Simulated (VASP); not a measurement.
Set up this calculation in VASP 6.6.1, as the native input.

* Task: single point
* Functional: LDA
* Potentials or basis: VASP PAW LDA potentials, release 64 (C)
* Cutoff: 520 eV
* k mesh: 9 × 9 × 9
* Occupations: methfessel-paxton, width 0.109 eV
* Spin: no spin polarisation
* Dipole correction: no
* Further INCAR settings: ALGO = Normal; EDIFF = 1e-06; NBANDS = 11

The structure of C lies in POSCAR:

```
C
1.0
    1.2280287100      0.7090027100      3.3470114500
   -1.2280287100      0.7090027100      3.3470114500
    0.0000000000     -1.4180054100      3.3470114500
C
2
Direct
    0.8360000000      0.8360000000      0.8360000000
    0.1640000000      0.1640000000      0.1640000000
```

One way to write it, as run:

INCAR

```
PREC = Accurate ; ENCUT = 520
EDIFF = 1E-6 ; ISMEAR = 1
SIGMA = 0.109 ; LREAL = False
LASPH = True ; NELM = 80
ALGO = Normal ; ISIF = 2
LWAVE = False ; LCHARG = False
GGA = CA ; NBANDS = 11
```

KPOINTS

```
Automatic mesh
0
Gamma
  9 9 9
```

Potentials or basis: VASP PAW LDA potentials, release 64 (C).

Launch:

```bash
$ cat potpaw_LDA.64/C/POTCAR > POTCAR
$ mpirun -np 1 vasp_std > vasp.out
```

Results of the run:

The pressure is -3.3 GPa. The largest force is 0.877 eV/Å and the band gap on the k mesh is 0.77 eV, direct.

Wall time 9.4 s on 1 thread of Intel(R) Xeon(R) 6975P-C (Granite Rapids), on a shared host, peak memory 0.13 GiB.
